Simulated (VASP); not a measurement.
Input of a VASP 6.6.1 run:

INCAR

```
SYSTEM = InSb
ALGO = Normal
EDIFF = 1E-7
ENCUT = 520
GGA = CA
ISIF = 2
ISMEAR = 0
LASPH = .TRUE.
LCHARG = .TRUE.
LELF = .TRUE.
LREAL = .FALSE.
LVHAR = .TRUE.
LWAVE = .FALSE.
NBANDS = 16
NELM = 80
PREC = Accurate
SIGMA = 0.1
```

KPOINTS

```
k-points
0
G
  14 14 8
  0 0 0
```

Contents of POSCAR:

```
InSb
1.0
    3.0766560000      0.0000000000      0.0000000000
    0.0000000000      3.0766560000      0.0000000000
    0.0000000000      0.0000000000      6.2154700000
In Sb
1 1
Direct
    0.0000000000      0.0000000000      0.0000000000
    0.0000000000      0.0000000000      0.5000000000
```

Potentials or basis: VASP PAW LDA potentials, release 64 (In_d, Sb).

Run with:

```bash
$ cat potpaw_LDA.64/In_d/POTCAR potpaw_LDA.64/Sb/POTCAR > POTCAR
$ mpirun -np 1 vasp_std > vasp.out
```

Question: Predict the pressure.

Answer: -3.4 GPa.

Question: What does it give for the band gap on the k mesh?

Answer: Zero (band 9 reaches 10.64 eV, above the bottom of band 10 at 4.82 eV).

Stress tensor (GPa, compression positive):
```
-3.30  0.00  0.00
 0.00 -3.30  0.00
 0.00  0.00 -3.52
```

Caveat: spin-orbit coupling is left out, which moves the levels of the heavy elements.
